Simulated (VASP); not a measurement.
# Rh (Pm-3m) in VASP: a series of runs

The runs below take Rh through single point, with r2SCAN.

Everything below comes from runs of VASP 6.6.1. Logs are shortened: lines on timing, memory, paths and dates and some standing lists are left out, and cuts for length are marked.

## (1) The cell of the first run

It takes space group Pm-3m (No. 221, cubic). The conventional cell has a = 2.480 Å, b = 2.480 Å, c = 2.480 Å, α = 90.00°, β = 90.00°, γ = 90.00°. Within 3.3 Å of Rh (site symmetry m-3m) lie 6 Rh at 2.48 Å.

This isn't the form of Rh at room conditions, which is fcc.

## (2) Single point, r2SCAN (15.25 Å³/atom)

File POSCAR:

```
Rh
1.0
    2.4798854893      0.0000000000      0.0000000000
    0.0000000000      2.4798854893      0.0000000000
    0.0000000000      0.0000000000      2.4798854893
Rh
1
Direct
    0.0000000000      0.0000000000      0.0000000000
```

File INCAR.step1:

```
SYSTEM = Rh
ALGO = Normal
EDIFF = 1E-5
ENCUT = 550
GGA = PE
GGA_COMPAT = .FALSE.
ISMEAR = -1
LASPH = .TRUE.
LCHARG = .FALSE.
LREAL = .FALSE.
LWAVE = .TRUE.
NBANDS = 14
NELM = 120
PREC = Accurate
SIGMA = 0.1
```

File INCAR.step2:

```
SYSTEM = Rh
ALGO = Normal
EDIFF = 1E-6
ENCUT = 550
GGA_COMPAT = .FALSE.
ISIF = 2
ISMEAR = -1
ISTART = 1
LASPH = .TRUE.
LCHARG = .TRUE.
LELF = .TRUE.
LMIXTAU = .TRUE.
LREAL = .FALSE.
LVHAR = .TRUE.
LWAVE = .FALSE.
METAGGA = R2SCAN
NBANDS = 14
NELM = 120
PREC = Accurate
SIGMA = 0.1
```

File KPOINTS:

```
k-points
0
G
  14 14 14
  0 0 0
```

Potentials or basis: VASP PAW PBE potentials, release 64 (Rh_pv).

The run is started by

```console
$ cat potpaw_PBE.64/Rh_pv/POTCAR > POTCAR
$ cp INCAR.step1 INCAR
$ mpirun -np 1 vasp_std > vasp.out
$ cp INCAR.step2 INCAR
$ mpirun -np 1 vasp_std > vasp.out
```

OUTCAR:

```text
SYSTEM = Rh
   EDIFF = 1E-6
   ENCUT = 550
   ISIF = 2
   ISMEAR = -1
   ISTART = 1
   LASPH = .TRUE.
   LREAL = .FALSE.
   METAGGA = R2SCAN
   NELM = 120
   PREC = Accurate

 ion  position               nearest neighbor table
   1  0.000  0.000  0.000-

  LATTYP: Found a simple cubic cell.
 ALAT       =     2.4798854893

  Lattice vectors:

 A1 = (   2.4798854893,   0.0000000000,   0.0000000000)
 A2 = (   0.0000000000,   2.4798854893,   0.0000000000)
 A3 = (   0.0000000000,   0.0000000000,   2.4798854893)

Analysis of symmetry for initial positions (statically):
=====================================================================
 Subroutine PRICEL returns:
 Original cell was already a primitive cell.

 Routine SETGRP: Setting up the symmetry group for a
 simple cubic supercell.

 Subroutine GETGRP returns: Found 48 space group operations
 (whereof 48 operations were pure point group operations)
 out of a pool of 48 trial point group operations.

The static configuration has the point symmetry O_h .

Analysis of symmetry for dynamics (positions and initial velocities):
=====================================================================
 Subroutine PRICEL returns:
 Original cell was already a primitive cell.

 Routine SETGRP: Setting up the symmetry group for a
 simple cubic supercell.

 Subroutine GETGRP returns: Found 48 space group operations
 (whereof 48 operations were pure point group operations)
 out of a pool of 48 trial point group operations.

The dynamic configuration has the point symmetry O_h .

 Subroutine INISYM returns: Found 48 space group operations
 (whereof 48 operations are pure point group operations),
 and found     1 'primitive' translations

----------------------------------------------------------------------------------------

                                     Primitive cell

  volume of cell :      15.2509

  direct lattice vectors                    reciprocal lattice vectors
     2.479885489  0.000000000  0.000000000     0.403244426  0.000000000  0.000000000
     0.000000000  2.479885489  0.000000000     0.000000000  0.403244426  0.000000000
     0.000000000  0.000000000  2.479885489     0.000000000  0.000000000  0.403244426

  length of vectors
     2.479885489  2.479885489  2.479885489     0.403244426  0.403244426  0.403244426

  position of ions in fractional coordinates (direct lattice)
     0.000000000  0.000000000  0.000000000

  ion indices of the primitive-cell ions
   primitive index   ion index
                 1           1

----------------------------------------------------------------------------------------

 KPOINTS: k-points

Automatic generation of k-mesh.
 Grid dimensions read from file:
 generate k-points for:   14   14   14

 Generating k-lattice:

  Cartesian coordinates                     Fractional coordinates (reciprocal lattice)
     0.028803173  0.000000000  0.000000000     0.071428571  0.000000000  0.000000000
     0.000000000  0.028803173  0.000000000     0.000000000  0.071428571  0.000000000
     0.000000000  0.000000000  0.028803173     0.000000000  0.000000000  0.071428571

  Length of vectors
     0.028803173  0.028803173  0.028803173

  Shift w.r.t. Gamma in fractional coordinates (k-lattice)
     0.000000000  0.000000000  0.000000000

 Subroutine IBZKPT returns following result:
 ===========================================

 Found    120 irreducible k-points:

 Following reciprocal coordinates:
            Coordinates               Weight
  0.000000  0.000000  0.000000      1.000000
  0.071429  0.000000  0.000000      6.000000
  0.142857  0.000000  0.000000      6.000000
  0.214286  0.000000  0.000000      6.000000
  0.285714  0.000000  0.000000      6.000000
  0.357143  0.000000  0.000000      6.000000
[... 16 lines left out ...]
  0.285714  0.214286  0.000000     24.000000
  0.357143  0.214286  0.000000     24.000000
 [... further k-points ...]
   k-points           NKPTS =    120   k-points in BZ     NKDIM =    120   number of bands    NBANDS=     14
   number of dos      NEDOS =    301   number of ions     NIONS =      1
   total plane-waves  NPLWV =   8000
   dimension x,y,z NGX =    20 NGY =   20 NGZ =   20
   dimension x,y,z NGXF=    40 NGYF=   40 NGZF=   40
   ions per type =               1
   NGX,Y,Z   is equivalent  to a cutoff of  13.41, 13.41, 13.41 a.u.
   NGXF,Y,Z  is equivalent  to a cutoff of  26.82, 26.82, 26.82 a.u.
 SYSTEM =  Rh
   PREC   = accura    normal or accurate (medium, high low for compatibility)
   ISTART =      1    job   : 0-new  1-cont  2-samecut
   ICHARG =      0    charge: 1-file 2-atom 10-const
   ISPIN  =      1    spin polarized calculation?
   LNONCOLLINEAR =      F non collinear calculations
   LSORBIT =      F    spin-orbit coupling
   LASPH  =      T    aspherical Exc in radial PAW
   ENCUT  =  550.0 eV  40.42 Ry    6.36 a.u.   4.74  4.74  4.74*2*pi/ulx,y,z
   NELM   =    120;   NELMIN=  2; NELMDL=  0     # of ELM steps
   EDIFF  = 0.1E-05   stopping-criterion for ELM
   LREAL  =      F    real-space projection
[... 7 lines left out ...]
   TEBEG  =    0.0;   TEEND  =   0.0 temperature during run
   PSTRESS=    0.0 pullay stress
   NELECT =      15.0000    total number of electrons
   NUPDOWN=      -1.0000    fix difference up-down
   EMIN   =  10.00;   EMAX   =-10.00  energy-range for DOS
   EFERMI =   0.00;   METHOD = LEGACY
   ISMEAR =    -1;   SIGMA  =   0.10  broadening in eV -4-tet -1-fermi 0-gaus
   EFERMI_NEDOS =   21; number of points for ismear=-14 and -15
   IALGO  =     38    algorithm
   IMIX   =      4    mixing-type and parameters
     AMIX     =   0.40;   BMIX     =  1.00
     AMIX_MAG =   1.60;   BMIX_MAG =  1.00
  volume/ion in A,a.u.               =      15.25       102.92
  Fermi-wavevector in a.u.,A,eV,Ry     =   1.628072  3.076610 36.063856  2.650619
  Thomas-Fermi vector in A             =   2.720763
   LORBIT       =      0    0 simple, 1 ext, 2 COOP (PROOUT), +10 PAW based schemes
   METAGGA = R2SCAN    functional components
   LHFCALC =     F    Hartree Fock is set to
   AEXX    =    0.0000 exact exchange contribution
   IVDW    =     0    specifies the selected vdW correction
   LEPSILON=     F    determine dielectric tensor
   LRPA    =     F    only Hartree local field effects (RPA)
 non-spin polarized calculation
  energy-cutoff  :      550.00
  volume of cell :       15.25
 maximum number of plane-waves:       466
 NGX is ok and might be reduce to    20
   NGX =  9   NGY =  9   NGZ =  9

 number of electron      14.9999996 magnetization

 Free energy of the ion-electron system (eV)
  ---------------------------------------------------
  ext. energy  EPLUGINS =         0.00000000
  ---------------------------------------------------
  free energy    TOTEN  =       -23.35362506 eV

  energy without entropy =      -23.30662139  energy(sigma->0) =      -23.33012323

 E-fermi :  10.1471     XC(G=0): -14.1280

 val. band max:       10.1452894816   @ k =   0.5000   0.2143   0.0714
 cond. band min:      10.1691562649   @ k =   0.2857   0.2143   0.0000
 fundamental gap:      0.0238667833
 Fermi energy:        10.1470607958

 k-point     1 :       0.0000    0.0000    0.0000
  band No.  band energies     occupation
      1     -37.3424      2.00000
      2     -37.3424      2.00000
      3     -37.3424      2.00000
      4       2.8984      2.00000
      5       4.3434      2.00000
      6       4.3434      2.00000
      7      10.9928      0.00042
      8      10.9928      0.00042
      9      10.9928      0.00042
     10      28.2381      0.00000
     11      28.2381      0.00000
     12      28.2381      0.00000
     13      28.2793      0.00000
     14      36.1967      0.00000

 k-point     2 :       0.0714    0.0000    0.0000
  band No.  band energies     occupation
      1     -37.3903      2.00000
      2     -37.3384      2.00000
      3     -37.3384      2.00000
      4       3.0582      2.00000
      5       4.3761      2.00000
      6       4.5011      2.00000
      7      10.8477      0.00181
      8      10.8477      0.00181
      9      11.0042      0.00038
     10      27.1990      0.00000
     11      28.2803      0.00000
     12      28.5233      0.00000
     13      28.5233      0.00000
     14      35.3743      0.00000

 k-point     3 :       0.1429    0.0000    0.0000
  band No.  band energies     occupation
      1     -37.5231      2.00000
      2     -37.3272      2.00000
      3     -37.3272      2.00000
      4       3.4663      2.00000
      5       4.4687      2.00000
      6       5.0141      2.00000
      7      10.4596      0.08412
      8      10.4596      0.08412
      9      11.0360      0.00028
     10      25.0850      0.00000
     11      28.2805      0.00000
     12      29.3225      0.00000
     13      29.3225      0.00000
     14      33.7466      0.00000
[... 324 lines left out ...]
 k-point    23 :       0.2857    0.2143    0.0000
  band No.  band energies     occupation
      1     -37.8783      2.00000
      2     -37.6532      2.00000
      3     -37.2622      2.00000
      4       4.9916      2.00000
      5       5.9931      2.00000
      6       7.1518      2.00000
      7       9.5164      1.99636
      8       9.5467      1.99507
      9      10.1692      0.88997
     10      21.9437      0.00000
     11      25.7047      0.00000
     12      28.2818      0.00000
     13      31.6534      0.00000
     14      34.1874      0.00000

 k-point    24 :       0.3571    0.2143    0.0000
  band No.  band energies     occupation
      1     -38.0577      2.00000
      2     -37.6341      2.00000
      3     -37.2461      2.00000
      4       5.2417      2.00000
      5       5.9790      2.00000
      6       7.4017      2.00000
      7       9.1262      1.99993
      8      10.2295      0.60965
      9      10.7488      0.00486
     10      19.8867      0.00000
     11      26.7398      0.00000
     12      28.2818      0.00000
     13      30.9420      0.00000
     14      35.1905      0.00000

 [... further k-points ...]

------------------------ aborting loop because EDIFF is reached ----------------------------------------

  FORCE on cell =-STRESS in cart. coord.  units (eV):
  Direction    XX          YY          ZZ          XY          YZ          ZX
  --------------------------------------------------------------------------------------
  -------------------------------------------------------------------------------------
  Total        0.9559009      0.9559009      0.9559009     -0.0000000     -0.0000000      0.0000000
  in kB      100.4219268    100.4219268    100.4219268     -0.0000000     -0.0000000      0.0000000
  external PRESSURE =     100.4219268 kB  Pullay stress =       0.0000000 kB

 VOLUME and BASIS-vectors are now :
 -----------------------------------------------------------------------------
  energy-cutoff  :      550.00
  volume of cell :       15.25
      direct lattice vectors                 reciprocal lattice vectors
     2.479885489  0.000000000  0.000000000     0.403244426  0.000000000  0.000000000
     0.000000000  2.479885489  0.000000000     0.000000000  0.403244426  0.000000000
     0.000000000  0.000000000  2.479885489     0.000000000  0.000000000  0.403244426

 POSITION                                       TOTAL-FORCE (eV/Angst)
 -----------------------------------------------------------------------------------
      0.00000      0.00000      0.00000         0.000000      0.000000      0.000000
 -----------------------------------------------------------------------------------
    total drift:                               -0.000000      0.000000      0.000000

  FREE ENERGIE OF THE ION-ELECTRON SYSTEM (eV)
  ---------------------------------------------------
  free  energy   TOTEN  =       -23.3536250615 eV

  energy  without entropy=      -23.3066213914  energy(sigma->0) =      -23.33012323
```

It took 35 s on 1 thread of Intel Xeon 6975P-C (Granite Rapids), shared host; peak memory 0.14 GiB.

Results:

* Free energy: -23.3536 eV
* Pressure: 10.0 GPa
* Band gap on the k mesh: zero (an odd number of electrons rules out a gap without spin polarisation)

Levels at points of the mesh, in eV from the Fermi level:
```
           k point  band 4  band 5  band 6  band 7  band 8  band 9  band 10  band 11
(0.00, 0.00, 0.00)   -7.25   -5.80   -5.80    0.85    0.85    0.85    18.09    18.09
(0.50, 0.00, 0.00)   -5.10   -4.77   -1.57   -1.57    0.09    1.08     7.01    18.13
(0.50, 0.50, 0.00)   -6.32   -4.09   -1.11   -1.11    2.65    6.19     6.19    14.49
(0.50, 0.50, 0.50)   -5.07   -5.07   -5.07    2.81    2.81   10.78    13.30    13.30
```

Caveat: the cell stands under pressure; the PAW data sets were made with another functional, which shifts forces and pressure a little.

## (3) Single point, r2SCAN (15.89 Å³/atom)

This run uses another cell than the first one, of 15.89 Å³/atom.

File POSCAR:

```
Rh
1.0
    2.5138607453      0.0000000000      0.0000000000
    0.0000000000      2.5138607453      0.0000000000
    0.0000000000      0.0000000000      2.5138607453
Rh
1
Direct
    0.0000000000      0.0000000000      0.0000000000
```

File INCAR.step1:

```
SYSTEM = Rh
PREC     = Accurate       ! precision mode
ENCUT    = 550            ! plane-wave cutoff, eV
ISMEAR   = -1             ! smearing method
SIGMA    = 0.1            ! smearing width, eV
LREAL    = .FALSE.        ! projectors in reciprocal space
LASPH    = .TRUE.         ! aspherical terms in the spheres
NELM     = 120            ! most SCF steps
NBANDS   = 14             ! bands
GGA      = PE             ! functional
ALGO     = Normal         ! electronic algorithm
EDIFF    = 1E-5           ! SCF threshold, eV
LWAVE    = .TRUE.         ! write WAVECAR
LCHARG   = .FALSE.        ! write CHGCAR
GGA_COMPAT= .FALSE.
```

File INCAR.step2:

```
SYSTEM = Rh
PREC     = Accurate       ! precision mode
ENCUT    = 550            ! plane-wave cutoff, eV
EDIFF    = 1E-6           ! SCF threshold, eV
ISMEAR   = -1             ! smearing method
SIGMA    = 0.1            ! smearing width, eV
LREAL    = .FALSE.        ! projectors in reciprocal space
LASPH    = .TRUE.         ! aspherical terms in the spheres
NELM     = 120            ! most SCF steps
ALGO     = Normal         ! electronic algorithm
ISIF     = 2              ! what is computed and relaxed
LWAVE    = .FALSE.        ! write WAVECAR
LCHARG   = .FALSE.        ! write CHGCAR
METAGGA  = R2SCAN         ! meta-GGA
LMIXTAU  = .TRUE.       
NBANDS   = 14             ! bands
ISTART   = 1            
GGA_COMPAT= .FALSE.
```

File KPOINTS:

```
Automatic mesh
0
G
  14 14 14
  0 0 0
```

Potentials or basis: VASP PAW PBE potentials, release 64 (Rh_pv).

The run is started by

```console
$ cat potpaw_PBE.64/Rh_pv/POTCAR > POTCAR
$ cp INCAR.step1 INCAR
$ mpirun -np 1 vasp_std > vasp.out
$ cp INCAR.step2 INCAR
$ mpirun -np 1 vasp_std > vasp.out
```

Run time: 35 s. Hardware: 1 thread of Intel Xeon 6975P-C (Granite Rapids), shared host; peak memory 0.14 GiB.

It converged, with:

- Free energy: -23.3749 eV
- Pressure: 0.8 GPa
- Band gap on the k mesh: zero (an odd number of electrons rules out a gap without spin polarisation)

Levels at points of the mesh, in eV from the Fermi level:
```
           k point  band 3  band 4  band 5  band 6  band 7  band 8  band 9  band 10  band 11  band 12
(0.00, 0.00, 0.00)  -47.43   -6.97   -5.47   -5.47    0.78    0.78    0.78    17.77    17.77    17.77
(0.50, 0.00, 0.00)  -47.35   -4.81   -4.55   -1.47   -1.47    0.19    1.00     6.67    18.17    18.38
(0.50, 0.50, 0.00)  -47.29   -5.93   -3.88   -1.04   -1.04    2.48    6.07     6.07    14.16    14.55
(0.50, 0.50, 0.50)  -48.04   -4.76   -4.76   -4.76    2.62    2.62   10.88    12.87    12.87    12.87
```

Caveat: the PAW data sets were made with another functional, which shifts forces and pressure a little.

## (4) Single point, r2SCAN (16.52 Å³/atom)

This run uses another cell than the first one, of 16.52 Å³/atom.

File POSCAR:

```
Rh
1.0
    2.5469416540      0.0000000000      0.0000000000
    0.0000000000      2.5469416540      0.0000000000
    0.0000000000      0.0000000000      2.5469416540
Rh
1
Direct
    0.0000000000      0.0000000000      0.0000000000
```

File INCAR.step1:

```
SYSTEM = Rh
PREC = Accurate
ENCUT = 550
ISMEAR = -1
SIGMA = 0.1
LREAL = .False.
LASPH = .True.
NELM = 120
NBANDS = 14
GGA = PE
ALGO = Normal
EDIFF = 1E-5
LWAVE = .True.
LCHARG = .False.
GGA_COMPAT = .False.
```

File INCAR.step2:

```
SYSTEM = Rh
PREC = Accurate
ENCUT = 550
EDIFF = 1E-6
ISMEAR = -1
SIGMA = 0.1
LREAL = .False.
LASPH = .True.
NELM = 120
ALGO = Normal
ISIF = 2
LWAVE = .False.
LCHARG = .False.
METAGGA = R2SCAN
LMIXTAU = .True.
NBANDS = 14
ISTART = 1
GGA_COMPAT = .False.
```

File KPOINTS:

```
regular mesh
0
Gamma
  14 14 14
  0 0 0
```

The run is started by

```console
$ cat potpaw_PBE.64/Rh_pv/POTCAR > POTCAR
$ cp INCAR.step1 INCAR
$ mpirun -np 1 vasp_std > vasp.out
$ cp INCAR.step2 INCAR
$ mpirun -np 1 vasp_std > vasp.out
```

Run time: 34 s. Hardware: 1 thread of Intel Xeon 6975P-C (Granite Rapids), shared host; peak memory 0.14 GiB.

It converged, with:

```yaml
Free_energy: -23.3634 eV
Pressure: -6.5 GPa
Band_gap_on_the_k_mesh: zero (an odd number of electrons rules out a gap without spin polarisation)
```

Levels at points of the mesh, in eV from the Fermi level:
```tsv
k point	band 4	band 5	band 6	band 7	band 8	band 9	band 10	band 11
(0.00, 0.00, 0.00)	-6.70	-5.17	-5.17	0.73	0.73	0.73	17.46	17.46
(0.50, 0.00, 0.00)	-4.55	-4.34	-1.38	-1.38	0.29	0.93	6.36	18.21
(0.50, 0.50, 0.00)	-5.58	-3.69	-0.98	-0.98	2.33	5.97	5.97	13.84
(0.50, 0.50, 0.50)	-4.47	-4.47	-4.47	2.46	2.46	10.95	12.47	12.47
```

Caveat: the cell stands under tension; the PAW data sets were made with another functional, which shifts forces and pressure a little.

## (5) The runs side by side

```tsv
cell	gap on the mesh (eV)	pressure (GPa)
a = 2.480 Å, 1 atom	none	10.0
a = 2.514 Å, 1 atom	none	0.8
a = 2.547 Å, 1 atom	none	-6.5
```

Alike in all rows: task single point; level r2SCAN; potentials or basis VASP PAW PBE potentials, release 64 (Rh_pv); no spin polarisation; k mesh 14 × 14 × 14; cutoff (eV) 550; smearing fermi-dirac 0.1 eV.

Caveats: the PAW data sets were made with another functional, which shifts forces and pressure a little; the cell stands under pressure (at least some runs); the cell stands under tension (at least some runs).

Total energies depend on the potentials used, so only differences within one code and one set of settings carry meaning.
